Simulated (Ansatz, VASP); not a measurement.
**One calculation of SnO2, two programs**

```
Sn O
1.0
     4.88794    0.00000    0.00000
     0.00000    4.88794    0.00000
     0.00000    0.00000    3.29165
Sn O
2 4
Direct
  0.00000 0.00000 0.00000
  0.50000 0.50000 0.50000
  0.30630 0.30630 0.00000
  0.19370 0.80630 0.50000
  0.69370 0.69370 0.00000
  0.80630 0.19370 0.50000
```

Change from the starting cell: mode 4 frozen in at +0.000 Å, equal normal strain along x, y and z +0.0250.

Alike in both runs: task single point; functional PBEsol; k mesh 6 × 6 × 8; occupations gaussian, width 0.05 eV; no spin polarisation.

|  | VASP | Ansatz |
| --- | --- | --- |
| version | VASP 6.6.1 | Ansatz 0.2.0 |
| potentials or method | VASP PAW PBE potentials, release 64 (Sn_d, O), cutoff 520 eV | scalar-relativistic, plane waves, PAW |
| valence electrons in the cell | 52 | 52 |

|  | VASP | Ansatz | Ansatz less VASP |
| --- | --- | --- | --- |
| gap on the k mesh at the Fermi level (eV) | 0.13 | 0.14 | +0.008 |
| least direct gap on the mesh (eV) | 0.13 | 0.14 | +0.008 |
| pressure (GPa) | -11.8 | -12.3 | -0.52 |
| traceless stress, the component that is largest in VASP (GPa) | -2.25 | -2.45 | -0.200 |
| rms of the force components (eV/Å) | 0.100 | 0.108 | +0.0075 |

VASP's potentials were made for PBE, not for PBEsol, and Ansatz warns of the same on its side. Atom by atom the forces differ by 0.008 eV/Å (rms over components).
